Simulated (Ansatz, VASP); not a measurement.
## Al in VASP and in Ansatz

The input POSCAR:

```
Al
1.0
   -1.5946198449      1.5946198449      1.5946198449
    1.5946198449     -1.5946198449      1.5946198449
    1.5946198449      1.5946198449     -1.5946198449
Al
1
Direct
    0.0000000000      0.0000000000      0.0000000000
```

Contents of INCAR.step1:

```
PREC     = Accurate       # precision mode
ENCUT    = 550            # plane-wave cutoff, eV
ISMEAR   = 0              # smearing method
SIGMA    = 0.05           # smearing width, eV
LREAL    = F              # projectors in reciprocal space
LASPH    = T              # aspherical terms in the spheres
NELM     = 120            # most SCF steps
NBANDS   = 8              # bands
GGA      = PE             # functional
ALGO     = Normal         # electronic algorithm
EDIFF    = 1E-5           # SCF threshold, eV
LWAVE    = T              # write WAVECAR
LCHARG   = F              # write CHGCAR
GGA_COMPAT= F
```

File INCAR.step2:

```
PREC     = Accurate       # precision mode
ENCUT    = 550            # plane-wave cutoff, eV
EDIFF    = 1E-6           # SCF threshold, eV
ISMEAR   = 0              # smearing method
SIGMA    = 0.05           # smearing width, eV
LREAL    = F              # projectors in reciprocal space
LASPH    = T              # aspherical terms in the spheres
NELM     = 120            # most SCF steps
ALGO     = Normal         # electronic algorithm
ISIF     = 2              # what is computed and relaxed
LWAVE    = F              # write WAVECAR
LCHARG   = F              # write CHGCAR
METAGGA  = R2SCAN         # meta-GGA
LMIXTAU  = T            
NBANDS   = 8              # bands
ISTART   = 1            
GGA_COMPAT= F
```

File KPOINTS:

```
Automatic mesh
0
Gamma
  18 18 18
```

Input for Ansatz:

```yaml
crystal:
  lattice:
    - [-1.5946198449, 1.5946198449, 1.5946198449]
    - [1.5946198449, -1.5946198449, 1.5946198449]
    - [1.5946198449, 1.5946198449, -1.5946198449]
  atoms:
    - { symbol: Al, position: [0.0, 0.0, 0.0] }
basis:
  ecutwfc: 600
  ecutrho_ratio: 5
kpoints:
  mp_grid: { grid: [18, 18, 18] }
hamiltonian:
  xc: r2scan
scf:
  occupations: { method: gaussian, width: 0.05 }
output:
  forces: true
  stress: true
  eigenvalues: true
```

Alike in both runs: task single point; functional r2SCAN; k mesh 18 × 18 × 18; occupations gaussian, width 0.05 eV; no spin polarisation.

|  | VASP | Ansatz |
| --- | --- | --- |
| version | VASP 6.6.1 | Ansatz 0.2.0 |
| potentials or method | VASP PAW PBE potentials, release 64 (Al), cutoff 550 eV | scalar-relativistic, plane waves, PAW |
| valence electrons in the cell | 3 | 3 |

```csv
,VASP,Ansatz,Ansatz less VASP
gap on the k mesh at the Fermi level (eV),none,none,-
pressure (GPa),-0.4,-0.1,+0.30
```

VASP's potentials were made for PBE, not for r2SCAN. A gap of «none» marks a metal or a gap that the smearing closes.
